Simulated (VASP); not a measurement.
# Na3Fe (P6_3/mmc) in VASP: further runs

Na3Fe is run at these levels: PBE; tasks: single point.

Program: VASP 6.6.1. These are calculated values, not measurements. Logs are shortened: lines on timing, memory, paths and dates and some standing lists are left out, and cuts for length are marked.

## (1) The cell of the first run

Symmetry: P6_3/mmc, No. 194, hexagonal system. Conventional cell: a = 6.855 Å, b = 6.855 Å, c = 5.421 Å, α = 90.00°, β = 90.00°, γ = 120.00°. Within 4.3 Å of Na (site symmetry mm2) lie 8 Na at 3.25 to 3.61 Å and 4 Fe at 3.30 to 3.43 Å. Fe (site symmetry -6m2) has 12 Na at 3.30 to 3.43 Å within 4.3 Å.

## (2) Single point, PBE, collinear spin, ferromagnetic start

INCAR reads:

```
PREC = Accurate
ENCUT = 520
EDIFF = 1E-6
ISMEAR = 0
SIGMA = 0.1
LREAL = F
LASPH = T
NELM = 150
ALGO = Fast
ISIF = 2
LWAVE = F
LCHARG = T
ISPIN = 2
MAGMOM = 0 0 0 0 0 0 3.25 3.25
LORBIT = 11
LMAXMIX = 4
GGA = PE
LELF = T
LVHAR = T
NBANDS = 43
```

KPOINTS reads:

```
Automatic mesh
0
Gamma
  3 3 4
```

POSCAR reads:

```
Na3Fe
1.0
    6.8550650547      0.0000000000      0.0000000000
   -3.4275325273      5.9366604819      0.0000000000
    0.0000000000      0.0000000000      5.4205382807
Na Fe
6 2
Direct
    0.8245586214      0.6491172429      0.2500000000
    0.1754413786      0.8245586214      0.7500000000
    0.3508827571      0.1754413786      0.2500000000
    0.1754413786      0.3508827571      0.7500000000
    0.8245586214      0.1754413786      0.2500000000
    0.6491172429      0.8245586214      0.7500000000
    0.3333333333      0.6666666667      0.2500000000
    0.6666666667      0.3333333333      0.7500000000
```

Potentials or basis: VASP PAW PBE potentials, release 64 (Na_pv, Fe).

Started as:

```
cat potpaw_PBE.64/Na_pv/POTCAR potpaw_PBE.64/Fe/POTCAR > POTCAR
mpirun -np 1 vasp_std > vasp.out
```

OUTCAR:

```text
PREC = Accurate
   ENCUT = 520
   EDIFF = 1E-6
   ISMEAR = 0
   LREAL = F
   LASPH = T
   NELM = 150
   ISIF = 2
   ISPIN = 2
   LORBIT = 11
   GGA = PE

 ion  position               nearest neighbor table
   1  0.825  0.649  0.250-
   2  0.175  0.825  0.750-
   3  0.351  0.175  0.250-
   4  0.175  0.351  0.750-
   5  0.825  0.175  0.250-
   6  0.649  0.825  0.750-
   7  0.333  0.667  0.250-
   8  0.667  0.333  0.750-

  LATTYP: Found a hexagonal cell.
 ALAT       =     6.8550650547
 C/A-ratio  =     0.7907347687

  Lattice vectors:

 A1 = (   6.8550650547,   0.0000000000,   0.0000000000)
 A2 = (  -3.4275325273,   5.9366604819,   0.0000000000)
 A3 = (   0.0000000000,   0.0000000000,   5.4205382807)

Analysis of symmetry for initial positions (statically):
=====================================================================
 Subroutine PRICEL returns:
 Original cell was already a primitive cell.

 Routine SETGRP: Setting up the symmetry group for a
 hexagonal supercell.

 Subroutine GETGRP returns: Found 24 space group operations
 (whereof 12 operations were pure point group operations)
 out of a pool of 24 trial point group operations.

The static configuration has the point symmetry D_3d.
 The point group associated with its full space group is D_6h.

Analysis of symmetry for dynamics (positions and initial velocities):
=====================================================================
 Subroutine PRICEL returns:
 Original cell was already a primitive cell.

 Routine SETGRP: Setting up the symmetry group for a
 hexagonal supercell.

 Subroutine GETGRP returns: Found 24 space group operations
 (whereof 12 operations were pure point group operations)
 out of a pool of 24 trial point group operations.

The dynamic configuration has the point symmetry D_3d.
 The point group associated with its full space group is D_6h.

Analysis of structural, dynamic, and magnetic symmetry:
=====================================================================
 Subroutine PRICEL returns:
 Original cell was already a primitive cell.

 Routine SETGRP: Setting up the symmetry group for a
 hexagonal supercell.

 Subroutine GETGRP returns: Found 24 space group operations
 (whereof 12 operations were pure point group operations)
 out of a pool of 24 trial point group operations.

The overall configuration has the point symmetry D_3d.
 The point group associated with its full space group is D_6h.

 Subroutine INISYM returns: Found 24 space group operations
 (whereof 12 operations are pure point group operations),
 and found     1 'primitive' translations

----------------------------------------------------------------------------------------

                                     Primitive cell

  volume of cell :     220.5953

  direct lattice vectors                    reciprocal lattice vectors
     6.855065055  0.000000000  0.000000000     0.145877536  0.084222435  0.000000000
    -3.427532527  5.936660482  0.000000000     0.000000000  0.168444869  0.000000000
     0.000000000  0.000000000  5.420538281     0.000000000  0.000000000  0.184483523

  length of vectors
     6.855065055  6.855065055  5.420538281     0.168444869  0.168444869  0.184483523

  position of ions in fractional coordinates (direct lattice)
     0.824558621  0.649117243  0.250000000
     0.175441379  0.824558621  0.750000000
     0.350882757  0.175441379  0.250000000
     0.175441379  0.350882757  0.750000000
     0.824558621  0.175441379  0.250000000
     0.649117243  0.824558621  0.750000000
     0.333333333  0.666666667  0.250000000
     0.666666667  0.333333333  0.750000000

  ion indices of the primitive-cell ions
   primitive index   ion index
                 1           1
                 2           2
[... 40 lines left out ...]
  0.333333  0.333333  0.250000      4.000000
  0.000000  0.000000  0.500000      1.000000
  0.333333  0.000000  0.500000      6.000000
  0.333333  0.333333  0.500000      2.000000
   k-points           NKPTS =      9   k-points in BZ     NKDIM =      9   number of bands    NBANDS=     43
   number of dos      NEDOS =    301   number of ions     NIONS =      8
   total plane-waves  NPLWV = 116640
   dimension x,y,z NGX =    54 NGY =   54 NGZ =   40
   dimension x,y,z NGXF=   108 NGYF=  108 NGZF=   80
   ions per type =               6   2
   NGX,Y,Z   is equivalent  to a cutoff of  13.10, 13.10, 12.27 a.u.
   NGXF,Y,Z  is equivalent  to a cutoff of  26.19, 26.19, 24.54 a.u.
 SYSTEM =  unknown system
   PREC   = accura    normal or accurate (medium, high low for compatibility)
   ISTART =      0    job   : 0-new  1-cont  2-samecut
   ICHARG =      2    charge: 1-file 2-atom 10-const
   ISPIN  =      2    spin polarized calculation?
   LNONCOLLINEAR =      F non collinear calculations
   LSORBIT =      F    spin-orbit coupling
   LASPH  =      T    aspherical Exc in radial PAW
   ENCUT  =  520.0 eV  38.22 Ry    6.18 a.u.  12.75 12.75 10.08*2*pi/ulx,y,z
   NELM   =    150;   NELMIN=  2; NELMDL= -5     # of ELM steps
   EDIFF  = 0.1E-05   stopping-criterion for ELM
   LREAL  =      F    real-space projection
   EDIFFG = 0.1E-04   stopping-criterion for IOM
   NSW    =      0    number of steps for IOM
   IBRION =     -1    ionic relax: 0-MD 1-quasi-New 2-CG
   NFREE  =      0    steps in history (QN), initial steepest desc. (CG)
   ISIF   =      2    stress and relaxation
   ISYM   =      2    0-nonsym 1-usesym 2-fastsym
   POTIM  = 0.5000    time-step for ionic-motion
   TEBEG  =    0.0;   TEEND  =   0.0 temperature during run
   PSTRESS=    0.0 pullay stress
   NELECT =      58.0000    total number of electrons
   NUPDOWN=      -1.0000    fix difference up-down
   EMIN   =  10.00;   EMAX   =-10.00  energy-range for DOS
   EFERMI =   0.00;   METHOD = LEGACY
   ISMEAR =     0;   SIGMA  =   0.10  broadening in eV -4-tet -1-fermi 0-gaus
   EFERMI_NEDOS =   21; number of points for ismear=-14 and -15
   IALGO  =     68    algorithm
   IMIX   =      4    mixing-type and parameters
     AMIX     =   0.40;   BMIX     =  1.00
     AMIX_MAG =   1.60;   BMIX_MAG =  1.00
  volume/ion in A,a.u.               =      27.57       186.08
  Fermi-wavevector in a.u.,A,eV,Ry     =   1.048782  1.981912 14.965656  1.099945
  Thomas-Fermi vector in A             =   2.183718
   LORBIT       =     11    0 simple, 1 ext, 2 COOP (PROOUT), +10 PAW based schemes
   GGA     = PE    functional components
   LHFCALC =     F    Hartree Fock is set to
   AEXX    =    0.0000 exact exchange contribution
   IVDW    =     0    specifies the selected vdW correction
   LEPSILON=     F    determine dielectric tensor
   LRPA    =     F    only Hartree local field effects (RPA)
 spin polarized calculation
 RMM-DIIS sequential band-by-band and
 Gauss-broadening in eV      SIGMA  =   0.10
  energy-cutoff  :      520.00
  volume of cell :      220.60
 maximum number of plane-waves:      5972
 NGX is ok and might be reduce to    54
   NGX = 25   NGY = 25   NGZ = 21

 number of electron      57.9999911 magnetization       6.1699301

 Free energy of the ion-electron system (eV)
  ---------------------------------------------------
  ext. energy  EPLUGINS =         0.00000000
  ---------------------------------------------------
  free energy    TOTEN  =       -18.81629708 eV

  energy without entropy =      -18.72688274  energy(sigma->0) =      -18.77158991

 E-fermi :   0.9459     XC(G=0):  -7.6669

 val. band max:        0.9269665177   @ k =   0.3333   0.0000   0.0000
 cond. band min:       0.9541506961   @ k =   0.3333   0.0000   0.2500
 fundamental gap:      0.0271841783
 Fermi energy:         0.9459400287

 spin component 1

 k-point     1 :       0.0000    0.0000    0.0000
  band No.  band energies     occupation
      1     -23.4440      1.00000
      2     -23.4287      1.00000
      3     -23.4079      1.00000
      4     -23.3925      1.00000
      5     -23.3925      1.00000
      6     -23.3867      1.00000
[... 385 lines left out ...]
     40       4.9828      0.00000
     41       7.4728      0.00000
 Fermi energy:         0.9459400287

 spin component 2

 k-point     1 :       0.0000    0.0000    0.0000
  band No.  band energies     occupation
      1     -23.4547      1.00000
      2     -23.4393      1.00000
      3     -23.4178      1.00000
      4     -23.4028      1.00000
      5     -23.4028      1.00000
      6     -23.3975      1.00000
[... 385 lines left out ...]
     40       5.2299      0.00000
     41       7.6860      0.00000
 [bands above 41 left out]

------------------------ aborting loop because EDIFF is reached ----------------------------------------

  FORCE on cell =-STRESS in cart. coord.  units (eV):
  Direction    XX          YY          ZZ          XY          YZ          ZX
  --------------------------------------------------------------------------------------
  -------------------------------------------------------------------------------------
  Total       -0.4696531     -0.4696531     -0.4377842     -0.0000000      0.0000000     -0.0000000
  in kB       -3.4110772     -3.4110772     -3.1796145     -0.0000000      0.0000000     -0.0000000
  external PRESSURE =      -3.3339230 kB  Pullay stress =       0.0000000 kB

 VOLUME and BASIS-vectors are now :
 -----------------------------------------------------------------------------
  energy-cutoff  :      520.00
  volume of cell :      220.60
      direct lattice vectors                 reciprocal lattice vectors
     6.855065055  0.000000000  0.000000000     0.145877536  0.084222435  0.000000000
    -3.427532527  5.936660482  0.000000000     0.000000000  0.168444869  0.000000000
     0.000000000  0.000000000  5.420538281     0.000000000  0.000000000  0.184483523

 POSITION                                       TOTAL-FORCE (eV/Angst)
 -----------------------------------------------------------------------------------
      3.42753      3.85359      1.35513        -0.000000     -0.000690      0.000000
     -1.62354      4.89512      4.06540         0.000597     -0.000345      0.000000
      1.80399      1.04154      1.35513         0.000597      0.000345     -0.000000
      0.00000      2.08307      4.06540         0.000000      0.000690     -0.000000
      5.05107      1.04154      1.35513        -0.000597      0.000345      0.000000
      1.62354      4.89512      4.06540        -0.000597     -0.000345      0.000000
     -0.00000      3.95777      1.35513         0.000000      0.000000      0.000000
      3.42753      1.97889      4.06540         0.000000     -0.000000      0.000000
 -----------------------------------------------------------------------------------
    total drift:                               -0.000000      0.000000     -0.000000

  FREE ENERGIE OF THE ION-ELECTRON SYSTEM (eV)
  ---------------------------------------------------
  free  energy   TOTEN  =       -18.8162970753 eV

  energy  without entropy=      -18.7268827423  energy(sigma->0) =      -18.77158991

 total charge

# of ion       s       p       d       tot
------------------------------------------
    1        0.104   5.975   0.000   6.078
    2        0.104   5.975   0.000   6.078
    3        0.104   5.975   0.000   6.078
    4        0.104   5.975   0.000   6.078
    5        0.104   5.975   0.000   6.078
    6        0.104   5.975   0.000   6.078
    7        0.436   0.115   6.063   6.614
    8        0.436   0.115   6.063   6.614
--------------------------------------------------
tot          1.496  36.076  12.126  49.698

 magnetization (x)

# of ion       s       p       d       tot
------------------------------------------
    1       -0.009  -0.004   0.000  -0.013
    2       -0.009  -0.004   0.000  -0.013
    3       -0.009  -0.004   0.000  -0.013
    4       -0.009  -0.004   0.000  -0.013
    5       -0.009  -0.004   0.000  -0.013
    6       -0.009  -0.004   0.000  -0.013
    7        0.058   0.011   3.085   3.154
    8        0.058   0.011   3.085   3.154
--------------------------------------------------
tot          0.062  -0.000   6.171   6.232
```

It took 5 min on 1 thread of Intel Xeon Platinum 8488C (Sapphire Rapids), shared host; peak memory 0.47 GiB.

Results:

```yaml
Free_energy: -18.8163 eV
Pressure: -0.3 GPa
Net_moment: 6.17 μB per cell
Site_moments: Na -0.01; Fe +3.15 μB
Valence_electrons_inside_the_program's_atomic_spheres: Na 6.08; Fe 6.61
```

Levels at points of the mesh, in eV from the Fermi level:
Spin up:
```
           k point  band 29  band 30  band 31  band 32  band 33  band 34
(0.00, 0.00, 0.00)    -2.62    -1.29     0.23     0.23     0.26     0.79
(0.00, 0.00, 0.50)    -2.57    -2.57     0.58     0.58     1.16     1.16
```
Spin down:
```tsv
k point	band 23	band 24	band 25	band 26	band 27	band 28	band 29	band 30
(0.00, 0.00, 0.00)	-0.25	-0.24	-0.24	-0.19	0.01	0.01	0.22	0.22
(0.00, 0.00, 0.50)	-0.26	-0.26	0.02	0.02	0.17	0.17	0.17	0.17
```

## (3) Single point, PBE, collinear spin, ferromagnetic start

This run uses another cell than the first one, of 18.52 Å³/atom.

INCAR: that of step 2 with these lines changed.

```diff
@@ -8,3 +8,3 @@
 NELM = 150
-ALGO = Fast
+ALGO = Normal
 ISIF = 2
@@ -13,3 +13,3 @@
 ISPIN = 2
-MAGMOM = 0 0 0 0 0 0 3.25 3.25
+MAGMOM = 0 0 0 0 0 0 4 4
 LORBIT = 11
```

KPOINTS reads:

```
regular mesh
0
Gamma
  6 6 4
```

POSCAR reads:

```
Na3Fe
1.0
    5.9733158322      0.0000000000      0.0000000000
   -2.9866579161      5.1730432555      0.0000000000
    0.0000000000      0.0000000000      4.7945075921
Na Fe
6 2
Direct
    0.8330000000      0.6660000000      0.2500000000
    0.1670000000      0.8330000000      0.7500000000
    0.3340000000      0.1670000000      0.2500000000
    0.1670000000      0.3340000000      0.7500000000
    0.8330000000      0.1670000000      0.2500000000
    0.6660000000      0.8330000000      0.7500000000
    0.3333333333      0.6666666667      0.2500000000
    0.6666666667      0.3333333333      0.7500000000
```

Potentials or basis: VASP PAW PBE potentials, release 64 (Na_pv, Fe).

Started as:

```
cat potpaw_PBE.64/Na_pv/POTCAR potpaw_PBE.64/Fe/POTCAR > POTCAR
mpirun -np 1 vasp_std > vasp.out
```

OUTCAR:

```text
PREC = Accurate
   ENCUT = 520
   EDIFF = 1E-6
   ISMEAR = 0
   LREAL = F
   LASPH = T
   NELM = 150
   ISIF = 2
   ISPIN = 2
   LORBIT = 11
   GGA = PE

 ion  position               nearest neighbor table
   1  0.833  0.666  0.250-   8 2.95   8 2.95
   2  0.167  0.833  0.750-   7 2.95   7 2.95
   3  0.334  0.167  0.250-   8 2.95   8 2.95
   4  0.167  0.334  0.750-   7 2.95   7 2.95
   5  0.833  0.167  0.250-   8 2.95   8 2.95
   6  0.666  0.833  0.750-   7 2.95   7 2.95
   7  0.333  0.667  0.250-   2 2.95   2 2.95   4 2.95   4 2.95   6 2.95   6 2.95
   8  0.667  0.333  0.750-   5 2.95   5 2.95   1 2.95   1 2.95   3 2.95   3 2.95

  LATTYP: Found a hexagonal cell.
 ALAT       =     5.9733158322
[... 2093 lines left out ...]
      0.00000      1.72780      3.59588         0.000000      0.338413     -0.000000
      4.47700      0.86390      1.19863        -0.293074      0.169206     -0.000000
      1.49034      4.30915      3.59588        -0.293074     -0.169206      0.000000
     -0.00000      3.44870      1.19863         0.000000      0.000000     -0.000000
      2.98666      1.72435      3.59588         0.000000      0.000000     -0.000000
 -----------------------------------------------------------------------------------
    total drift:                               -0.000000      0.000000      0.000000

  FREE ENERGIE OF THE ION-ELECTRON SYSTEM (eV)
  ---------------------------------------------------
  free  energy   TOTEN  =       -17.0769326454 eV

  energy  without entropy=      -17.0326205072  energy(sigma->0) =      -17.05477658

 total charge

# of ion       s       p       d       tot
------------------------------------------
    1        0.150   6.006   0.000   6.155
    2        0.150   6.006   0.000   6.155
    3        0.150   6.006   0.000   6.155
    4        0.150   6.006   0.000   6.155
    5        0.150   6.006   0.000   6.155
    6        0.150   6.006   0.000   6.155
    7        0.471   0.168   6.167   6.806
    8        0.471   0.168   6.167   6.806
--------------------------------------------------
tot          1.841  36.369  12.334  50.543

 magnetization (x)

# of ion       s       p       d       tot
------------------------------------------
    1       -0.011  -0.005   0.000  -0.017
    2       -0.011  -0.005   0.000  -0.017
    3       -0.011  -0.005   0.000  -0.017
    4       -0.011  -0.005   0.000  -0.017
    5       -0.011  -0.005   0.000  -0.017
    6       -0.011  -0.005   0.000  -0.017
    7        0.061   0.008   2.818   2.886
    8        0.061   0.008   2.818   2.886
--------------------------------------------------
tot          0.053  -0.015   5.635   5.674
```

OSZICAR:

```text
N       E                     dE             d eps       ncg     rms          rms(c)
DAV:   1     0.624413921092E+03    0.62441E+03   -0.28540E+04  3612   0.164E+03
DAV:   2     0.328386253147E+02   -0.59158E+03   -0.57493E+03  3612   0.470E+02
DAV:   3    -0.178982453443E+02   -0.50737E+02   -0.48626E+02  3904   0.159E+02
DAV:   4    -0.192656440960E+02   -0.13674E+01   -0.13542E+01  4120   0.281E+01
DAV:   5    -0.192901522237E+02   -0.24508E-01   -0.24499E-01  4135   0.381E+00    0.154E+01
DAV:   6    -0.335267695013E+02   -0.14237E+02   -0.52886E+01  4252   0.537E+01    0.570E+01
DAV:   7    -0.170547949879E+02    0.16472E+02   -0.57598E+01  4128   0.333E+01    0.384E+00
DAV:   8    -0.170671396125E+02   -0.12345E-01   -0.11306E+00  4545   0.536E+00    0.231E+00
DAV:   9    -0.170758125180E+02   -0.86729E-02   -0.21826E-01  4219   0.257E+00    0.135E+00
DAV:  10    -0.170747534252E+02    0.10591E-02   -0.19807E-02  4171   0.807E-01    0.570E-01
DAV:  11    -0.170764734913E+02   -0.17201E-02   -0.43571E-03  4409   0.320E-01    0.444E-01
DAV:  12    -0.170771975052E+02   -0.72401E-03   -0.67259E-03  4693   0.401E-01    0.321E-01
DAV:  13    -0.170770819782E+02    0.11553E-03   -0.40192E-04  3954   0.138E-01    0.216E-01
DAV:  14    -0.170769451718E+02    0.13681E-03   -0.81513E-04  4483   0.115E-01    0.743E-02
DAV:  15    -0.170769484634E+02   -0.32916E-05   -0.86228E-05  3567   0.507E-02    0.507E-02
DAV:  16    -0.170769310682E+02    0.17395E-04   -0.53993E-05  4023   0.392E-02    0.238E-02
DAV:  17    -0.170769327510E+02   -0.16829E-05   -0.23248E-05  3804   0.310E-02    0.163E-02
DAV:  18    -0.170769326454E+02    0.10562E-06   -0.69599E-06  3443   0.171E-02
   1 F= -.17076933E+02 E0= -.17054777E+02  d E =-.443121E-01  mag=     5.6313
```

stdout:

```text
POSCAR found type information on POSCAR NaFe
 POSCAR found :  2 types and       8 ions
 scaLAPACK will be used
 LDA part: xc-table for (Slater+PW92), standard interpolation
 POSCAR, INCAR and KPOINTS ok, starting setup
 FFT: planning ... GRIDC
 FFT: planning ... GRID_SOFT
 FFT: planning ... GRID
 WAVECAR not read
 entering main loop
```

It took 2.9 min on 1 thread of Intel Xeon Platinum 8488C (Sapphire Rapids), shared host; peak memory 0.42 GiB.

What came out:

```
Free energy                                           : -17.0769 eV
Pressure                                              : 11.2 GPa
Largest force                                         : 0.338 eV/Å
Net moment                                            : 5.63 μB per cell
Site moments                                          : Na -0.02; Fe +2.89 μB
Valence electrons inside the program's atomic spheres : Na 6.16; Fe 6.81
```

Forces on the atoms (eV/Å):
```
Na   0.000 -0.338  0.000
Na   0.293 -0.169  0.000
Na   0.293  0.169  0.000
Na   0.000  0.338  0.000
Na  -0.293  0.169  0.000
Na  -0.293 -0.169  0.000
Fe   0.000  0.000  0.000
Fe   0.000  0.000  0.000
```

Stress tensor (GPa, compression positive):
```
10.63  0.00  0.00
 0.00 10.63  0.00
 0.00  0.00 12.41
```

Caveat: the cell stands under pressure.
